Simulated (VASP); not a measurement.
Na2N:

```
CELL_PARAMETERS angstrom
4.25181 0.00000 0.00000
-2.12591 3.68218 0.00000
0.00000 0.00000 3.97935
ATOMIC_POSITIONS crystal
Na 0.33333 0.66667 0.00000
Na 0.66667 0.33333 0.00000
N 0.00000 0.00000 0.00000
```

| Item | Value |
| --- | --- |
| Program | VASP 6.6.1 |
| Task | relaxation of cell and atoms |
| Functional | PBE |
| Potentials or basis | VASP PAW PBE potentials, release 64 (Na_pv, N) |
| Cutoff | 600 eV |
| k mesh | 6 × 6 × 4 |
| Occupations | gaussian, width 0.1 eV |
| Spin | no spin polarisation |

At the start: pressure 1.3 GPa; volume 20.77 Å³/atom.

Question: How do energy, volume and symmetry change on relaxing?

Answer: Over 14 steps the energy falls by 38.9 meV/atom and the volume is 17.90 Å³/atom (-13.8 %); space group P6/mmm (No. 191, to 0.05 Å).

The path:
| step | energy change (eV) | largest force (eV/Å) | pressure (GPa) | volume (Å³) |
| --- | --- | --- | --- | --- |
| 1 | 0.0000 | 0.0000 | 1.25 | 62.30 |
| 2 | -0.0332 | 0.0000 | -0.12 | 63.76 |
| 3 | -0.0394 | 0.0000 | -1.05 | 64.88 |
| 4 | -0.0395 | 0.0000 | -0.92 | 64.76 |
| 5 | -0.0498 | 0.0000 | -0.98 | 63.74 |
| 6 | -0.0746 | 0.0000 | -0.94 | 61.20 |
| 7 | -0.1112 | 0.0000 | -0.61 | 56.16 |
| 8 | 0.0180 | 0.0000 | 1.74 | 46.22 |
| 9 | -0.1147 | 0.0000 | -0.39 | 55.10 |
| 10 | -0.1155 | 0.0000 | -0.48 | 54.60 |
| 11 | -0.0934 | 0.0000 | 0.26 | 50.40 |
| 12 | -0.1158 | 0.0000 | -0.41 | 54.21 |
| 13 | -0.1150 | 0.0000 | 0.51 | 53.02 |
| 14 | -0.1168 | 0.0000 | -0.02 | 53.70 |

Final structure:
```
Na N
1.0
     4.33591    0.00000    0.00000
    -2.16796    3.75501    0.00000
     0.00000    0.00000    3.29839
Na N
2 1
Direct
  0.33333 0.66667 0.00000
  0.66667 0.33333 0.00000
  0.00000 0.00000 0.00000
```

Caveat: the k points lie up to 0.48 Å⁻¹ apart in the final cell.
